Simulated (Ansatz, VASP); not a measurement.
# RbBr in VASP and in Ansatz

The input POSCAR:

```
RbBr
1.0
    0.0805925043      3.4874294724      3.4874294724
    3.4874294724      0.0805925043      3.4874294724
    3.4874294724      3.4874294724      0.0805925043
Rb Br
1 1
Direct
    0.0000000000      0.0000000000      0.0000000000
    0.5000000000      0.5000000000      0.5000000000
```

The input INCAR.step1:

```
SYSTEM = RbBr
PREC     = Accurate       ! precision mode
ENCUT    = 520            ! plane-wave cutoff, eV
ISMEAR   = 0              ! smearing method
SIGMA    = 0.01           ! smearing width, eV
LREAL    = .FALSE.        ! projectors in reciprocal space
LASPH    = .TRUE.         ! aspherical terms in the spheres
NELM     = 80             ! most SCF steps
NBANDS   = 15             ! bands
GGA      = PE             ! functional
ALGO     = Normal         ! electronic algorithm
EDIFF    = 1E-4           ! SCF threshold, eV
LWAVE    = .TRUE.         ! write WAVECAR
LCHARG   = .FALSE.        ! write CHGCAR
```

The input INCAR.step2:

```
SYSTEM = RbBr
PREC     = Accurate       ! precision mode
ENCUT    = 520            ! plane-wave cutoff, eV
EDIFF    = 1E-6           ! SCF threshold, eV
ISMEAR   = 0              ! smearing method
SIGMA    = 0.01           ! smearing width, eV
LREAL    = .FALSE.        ! projectors in reciprocal space
LASPH    = .TRUE.         ! aspherical terms in the spheres
NELM     = 80             ! most SCF steps
ALGO     = Normal         ! electronic algorithm
ISIF     = 2              ! what is computed and relaxed
LWAVE    = .FALSE.        ! write WAVECAR
LCHARG   = .TRUE.         ! write CHGCAR
METAGGA  = R2SCAN         ! meta-GGA
LMIXTAU  = .TRUE.       
LELF     = .TRUE.         ! ELF
LVHAR    = .TRUE.       
NBANDS   = 15             ! bands
ISTART   = 1
```

The input KPOINTS:

```
Automatic mesh
0
G
  6 6 6
  0 0 0
```

Input for Ansatz:

```yaml
crystal:
  lattice:
    - [0.0805925043, 3.4874294724, 3.4874294724]
    - [3.4874294724, 0.0805925043, 3.4874294724]
    - [3.4874294724, 3.4874294724, 0.0805925043]
  atoms:
    - { symbol: Rb, position: [0.0, 0.0, 0.0] }
    - { symbol: Br, position: [0.5, 0.5, 0.5] }
kpoints:
  mp_grid: { grid: [6, 6, 6] }
  band_path:
    path:
      - [0.0, 0.0, 0.0]
      - [0.5, 0.0, 0.5]
      - [0.625, 0.25, 0.625]
      - [0.375, 0.375, 0.75]
      - [0.5, 0.5, 0.5]
      - [0.5, 0.25, 0.75]
    npoints: 1
hamiltonian:
  xc: r2scan
scf:
  occupations: { method: fixed }
  n_extra_bands: 4
output:
  forces: true
  stress: true
  eigenvalues: true
```

Change from the starting cell: epitaxial_111 strain -1.6%.

Alike in both runs: task single point; functional r2SCAN; k mesh 6 × 6 × 6; no spin polarisation.

|  | VASP | Ansatz |
| --- | --- | --- |
| version | VASP 6.6.1 | Ansatz 0.2.0 |
| potentials or method | VASP PAW PBE potentials, release 64 (Rb_sv, Br) | plane waves, PAW |
| plane-wave cutoff (eV) | 520 | 500 |
| occupations | gaussian, width 0.01 eV | fixed |
| valence electrons in the cell | 16 | 16 |

|  | VASP | Ansatz | Ansatz less VASP |
| --- | --- | --- | --- |
| gap on the k mesh at the Fermi level (eV) | 4.90 | 4.90 | 0.000 |
| pressure (GPa) | 0.2 | 0.2 | -0.02 |
| traceless stress, the component that is largest in VASP (GPa) | -0.10 | -0.10 | 0.000 |

VASP's potentials were made for PBE, not for r2SCAN.
